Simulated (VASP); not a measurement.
# AlN (l.bB) (F-43m) in VASP: single point with LDA

Aim: the single point of AlN (l.bB) with LDA.

Program: VASP 6.6.1. These are calculated values, not measurements. Logs are shortened: lines on timing, memory, paths and dates and some standing lists are left out, and cuts for length are marked.

### Step 1. The cell of the first run

It takes space group F-43m (No. 216, cubic). Conventional cell: a = 4.342 Å, b = 4.342 Å, c = 4.342 Å, α = 90.00°, β = 90.00°, γ = 90.00°. Within 2.5 Å of Al (site symmetry -43m) lie 4 N at 1.88 Å. Within 2.5 Å of N (site symmetry -43m) lie 4 Al at 1.88 Å.

### Step 2. Single point, LDA

File INCAR:

```
ALGO = Normal
EDIFF = 1E-6
ENCUT = 600
GGA_COMPAT = F
ISIF = 2
ISMEAR = 0
LASPH = T
LCHARG = F
LREAL = F
LWAVE = F
NBANDS = 11
NELM = 120
PREC = Accurate
SIGMA = 0.02
```

File KPOINTS:

```
k-points
0
Gamma
  10 10 10
```

File POSCAR:

```
AlN
1.0
    0.0000000000      2.1710498772      2.1710498772
    2.1710498772      0.0000000000      2.1710498772
    2.1710498772      2.1710498772      0.0000000000
Al N
1 1
Direct
    0.0000000000      0.0000000000      0.0000000000
    0.2500000000      0.2500000000      0.2500000000
```

Potentials or basis: VASP PAW LDA potentials, release 64 (Al, N).

Launch:

```console
$ cat potpaw_LDA.64/Al/POTCAR potpaw_LDA.64/N/POTCAR > POTCAR
$ mpirun -np 1 vasp_std > vasp.out
```

OUTCAR:

```text
EDIFF = 1E-6
   ENCUT = 600
   ISIF = 2
   ISMEAR = 0
   LASPH = T
   LREAL = F
   NELM = 120
   PREC = Accurate

 ion  position               nearest neighbor table
   1  0.000  0.000  0.000-   2 1.88   2 1.88   2 1.88   2 1.88
   2  0.250  0.250  0.250-   1 1.88   1 1.88   1 1.88   1 1.88

  LATTYP: Found a face centered cubic cell.
 ALAT       =     4.3420997544

  Lattice vectors:

 A1 = (   0.0000000000,   2.1710498772,   2.1710498772)
 A2 = (   2.1710498772,   0.0000000000,   2.1710498772)
 A3 = (   2.1710498772,   2.1710498772,   0.0000000000)

Analysis of symmetry for initial positions (statically):
=====================================================================
 Subroutine PRICEL returns:
 Original cell was already a primitive cell.

 Routine SETGRP: Setting up the symmetry group for a
 face centered cubic supercell.

 Subroutine GETGRP returns: Found 24 space group operations
 (whereof 24 operations were pure point group operations)
 out of a pool of 48 trial point group operations.

The static configuration has the point symmetry T_d .

Analysis of symmetry for dynamics (positions and initial velocities):
=====================================================================
 Subroutine PRICEL returns:
 Original cell was already a primitive cell.

 Routine SETGRP: Setting up the symmetry group for a
 face centered cubic supercell.

 Subroutine GETGRP returns: Found 24 space group operations
 (whereof 24 operations were pure point group operations)
 out of a pool of 48 trial point group operations.

The dynamic configuration has the point symmetry T_d .

 Subroutine INISYM returns: Found 24 space group operations
 (whereof 24 operations are pure point group operations),
 and found     1 'primitive' translations

----------------------------------------------------------------------------------------

                                     Primitive cell

  volume of cell :      20.4663

  direct lattice vectors                    reciprocal lattice vectors
     0.000000000  2.171049877  2.171049877    -0.230303322  0.230303322  0.230303322
     2.171049877  0.000000000  2.171049877     0.230303322 -0.230303322  0.230303322
     2.171049877  2.171049877  0.000000000     0.230303322  0.230303322 -0.230303322

  length of vectors
     3.070328181  3.070328181  3.070328181     0.398897056  0.398897056  0.398897056

  position of ions in fractional coordinates (direct lattice)
     0.000000000  0.000000000  0.000000000
[... 80 lines left out ...]
   EDIFFG = 0.1E-04   stopping-criterion for IOM
   NSW    =      0    number of steps for IOM
   IBRION =     -1    ionic relax: 0-MD 1-quasi-New 2-CG
   NFREE  =      0    steps in history (QN), initial steepest desc. (CG)
   ISIF   =      2    stress and relaxation
   ISYM   =      2    0-nonsym 1-usesym 2-fastsym
   POTIM  = 0.5000    time-step for ionic-motion
   TEBEG  =    0.0;   TEEND  =   0.0 temperature during run
   PSTRESS=    0.0 pullay stress
   NELECT =       8.0000    total number of electrons
   NUPDOWN=      -1.0000    fix difference up-down
   EMIN   =  10.00;   EMAX   =-10.00  energy-range for DOS
   EFERMI =   0.00;   METHOD = LEGACY
   ISMEAR =     0;   SIGMA  =   0.02  broadening in eV -4-tet -1-fermi 0-gaus
   EFERMI_NEDOS =   21; number of points for ismear=-14 and -15
   IALGO  =     38    algorithm
   IMIX   =      4    mixing-type and parameters
     AMIX     =   0.40;   BMIX     =  1.00
     AMIX_MAG =   1.60;   BMIX_MAG =  1.00
  volume/ion in A,a.u.               =      10.23        69.06
  Fermi-wavevector in a.u.,A,eV,Ry     =   1.196993  2.261989 19.494329  1.432793
  Thomas-Fermi vector in A             =   2.332919
   LORBIT       =      0    0 simple, 1 ext, 2 COOP (PROOUT), +10 PAW based schemes
   GGA     = CA    functional components
   LHFCALC =     F    Hartree Fock is set to
   AEXX    =    0.0000 exact exchange contribution
   IVDW    =     0    specifies the selected vdW correction
   LEPSILON=     F    determine dielectric tensor
   LRPA    =     F    only Hartree local field effects (RPA)
 non-spin polarized calculation
 Gauss-broadening in eV      SIGMA  =   0.02
  energy-cutoff  :      600.00
  volume of cell :       20.47
 maximum number of plane-waves:       701
 NGX is ok and might be reduce to    28
   NGX = 13   NGY = 13   NGZ = 13

 number of electron       8.0000000 magnetization

 Free energy of the ion-electron system (eV)
  ---------------------------------------------------
  ext. energy  EPLUGINS =         0.00000000
  ---------------------------------------------------
  free energy    TOTEN  =       -16.37602202 eV

  energy without entropy =      -16.37602202  energy(sigma->0) =      -16.37602202

 E-fermi :   5.9620     XC(G=0): -11.3442

 val. band max:        5.8777920253   @ k =   0.0000   0.0000   0.0000
 cond. band min:       9.1087258488   @ k =   0.5000   0.5000   0.0000
 fundamental gap:      3.2309338236
 Fermi energy:         5.9619720604

 k-point     1 :       0.0000    0.0000    0.0000
  band No.  band energies     occupation
      1      -9.0505      2.00000
      2       5.8778      2.00000
      3       5.8778      2.00000
      4       5.8778      2.00000
      5      10.2724      0.00000
      6      18.3872      0.00000
      7      18.3872      0.00000
      8      18.3872      0.00000
      9      23.5430      0.00000
     10      23.5430      0.00000
     11      24.9623      0.00000
[... 309 lines left out ...]
 k-point    24 :       0.4000    0.3000    0.0000
  band No.  band energies     occupation
      1      -6.9325      2.00000
      2       1.6747      2.00000
      3       4.1354      2.00000
      4       4.4438      2.00000
      5      10.7406      0.00000
      6      15.3313      0.00000
      7      18.1888      0.00000
      8      20.4387      0.00000
      9      20.9546      0.00000
     10      27.1718      0.00000
     11      29.5840      0.00000

 [... further k-points ...]
[... 5 lines left out ...]
  --------------------------------------------------------------------------------------
  -------------------------------------------------------------------------------------
  Total        0.0728028      0.0728028      0.0728028      0.0000000      0.0000000     -0.0000000
  in kB        5.6992686      5.6992686      5.6992686      0.0000000      0.0000000     -0.0000000
  external PRESSURE =       5.6992686 kB  Pullay stress =       0.0000000 kB

 VOLUME and BASIS-vectors are now :
 -----------------------------------------------------------------------------
  energy-cutoff  :      600.00
  volume of cell :       20.47
      direct lattice vectors                 reciprocal lattice vectors
     0.000000000  2.171049877  2.171049877    -0.230303322  0.230303322  0.230303322
     2.171049877  0.000000000  2.171049877     0.230303322 -0.230303322  0.230303322
     2.171049877  2.171049877  0.000000000     0.230303322  0.230303322 -0.230303322

 POSITION                                       TOTAL-FORCE (eV/Angst)
 -----------------------------------------------------------------------------------
      0.00000      0.00000      0.00000        -0.000000      0.000000      0.000000
      1.08552      1.08552      1.08552         0.000000     -0.000000     -0.000000
 -----------------------------------------------------------------------------------
    total drift:                               -0.000000     -0.000000     -0.000000

  FREE ENERGIE OF THE ION-ELECTRON SYSTEM (eV)
  ---------------------------------------------------
  free  energy   TOTEN  =       -16.3760220216 eV

  energy  without entropy=      -16.3760220216  energy(sigma->0) =      -16.37602202
```

OSZICAR:

```text
N       E                     dE             d eps       ncg     rms          rms(c)
DAV:   1     0.111872837762E+02    0.11187E+02   -0.41916E+03  1066   0.690E+02
DAV:   2    -0.181133920303E+02   -0.29301E+02   -0.28449E+02  1230   0.136E+02
DAV:   3    -0.189396209416E+02   -0.82623E+00   -0.82525E+00  1244   0.212E+01
DAV:   4    -0.189431306712E+02   -0.35097E-02   -0.35096E-02  1178   0.167E+00
DAV:   5    -0.189431605014E+02   -0.29830E-04   -0.29830E-04  1235   0.145E-01    0.874E+00
DAV:   6    -0.164488386456E+02    0.24943E+01   -0.12721E+01  1151   0.176E+01    0.295E+00
DAV:   7    -0.164054205385E+02    0.43418E-01   -0.11567E-01  1205   0.269E+00    0.196E+00
DAV:   8    -0.163766585117E+02    0.28762E-01   -0.31800E-02  1178   0.159E+00    0.410E-01
DAV:   9    -0.163760103084E+02    0.64820E-03   -0.22626E-03  1208   0.291E-01    0.188E-01
DAV:  10    -0.163760257887E+02   -0.15480E-04   -0.12840E-04  1169   0.804E-02    0.538E-02
DAV:  11    -0.163760220563E+02    0.37325E-05   -0.34770E-06  1217   0.154E-02    0.102E-02
DAV:  12    -0.163760220216E+02    0.34627E-07   -0.75447E-08   655   0.210E-03
   1 F= -.16376022E+02 E0= -.16376022E+02  d E =-.686199E-12
```

stdout:

```text
POSCAR found type information on POSCAR AlN
 POSCAR found :  2 types and       2 ions
 scaLAPACK will be used
 LDA part: xc-table for (Slater(with rela. corr.)+CA(PZ))
 , standard interpolation
 POSCAR, INCAR and KPOINTS ok, starting setup
 FFT: planning ... GRIDC
 FFT: planning ... GRID_SOFT
 FFT: planning ... GRID
 WAVECAR not read
 entering main loop
```

Wall time 13 s (1 thread of AMD EPYC 9R45 (Zen 5), shared host); peak memory 0.1 GiB.

Results:

```yaml
Free_energy: -16.3760 eV
Pressure: 0.6 GPa
Band_gap_on_the_k_mesh: 3.23 eV, indirect (least direct gap 4.39 eV)
```

Levels at points of the mesh, in eV from the valence-band top:
```csv
k point,band 1,band 2,band 3,band 4,band 5,band 6,band 7,band 8,band 9
"(0.00, 0.00, 0.00)",-14.93,0.00,0.00,0.00,4.39,12.51,12.51,12.51,17.67
"(0.50, 0.00, 0.00)",-12.75,-5.99,-0.49,-0.49,7.43,9.89,11.07,11.07,17.98
"(0.50, 0.50, 0.00)",-12.08,-5.01,-1.81,-1.81,3.23,8.52,13.99,15.71,15.71
```
